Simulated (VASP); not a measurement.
Crystal: Re.

```
Re
1.0
     4.90087    0.00000    0.00000
     0.00000    4.90087    0.00000
     0.00000    0.00000    4.90087
Re
8
Direct
  0.00000 0.00000 0.00000
  0.50000 0.50000 0.50000
  0.25000 0.00000 0.50000
  0.75000 0.00000 0.50000
  0.50000 0.25000 0.00000
  0.50000 0.75000 0.00000
  0.00000 0.50000 0.25000
  0.00000 0.50000 0.75000
```

- Program: VASP 6.6.1
- Task: relaxation of cell and atoms
- Functional: revPBE
- Potentials or basis: VASP PAW PBE potentials, release 64 (Re)
- Cutoff: 600 eV
- k mesh: 5 × 5 × 5
- Occupations: fermi-dirac, width 0.1 eV
- Spin: no spin polarisation

At the start: pressure 14.1 GPa; volume 14.71 Å³/atom.

How do energy, volume and symmetry change on relaxing?

Over 4 steps the energy falls by 23.6 meV/atom and the volume is 15.27 Å³/atom (+3.8 %); space group Pm-3n (No. 223, to 0.05 Å).

Step by step:
| step | energy change (eV) | largest force (eV/Å) | pressure (GPa) | volume (Å³) |
| --- | --- | --- | --- | --- |
| 1 | 0.0000 | 0.0000 | 14.12 | 117.71 |
| 2 | 2.2899 | 0.0000 | -36.22 | 141.22 |
| 3 | -0.1877 | 0.0000 | -0.85 | 122.45 |
| 4 | -0.1886 | 0.0000 | -0.07 | 122.17 |

Final structure:
```
Re
1.0
     4.96195    0.00000    0.00000
     0.00000    4.96195    0.00000
     0.00000    0.00000    4.96195
Re
8
Direct
  0.00000 0.00000 0.00000
  0.50000 0.50000 0.50000
  0.25000 0.00000 0.50000
  0.75000 0.00000 0.50000
  0.50000 0.25000 0.00000
  0.50000 0.75000 0.00000
  0.00000 0.50000 0.25000
  0.00000 0.50000 0.75000
```

Caveat: the PAW data sets were made with another functional, which shifts forces and pressure a little.
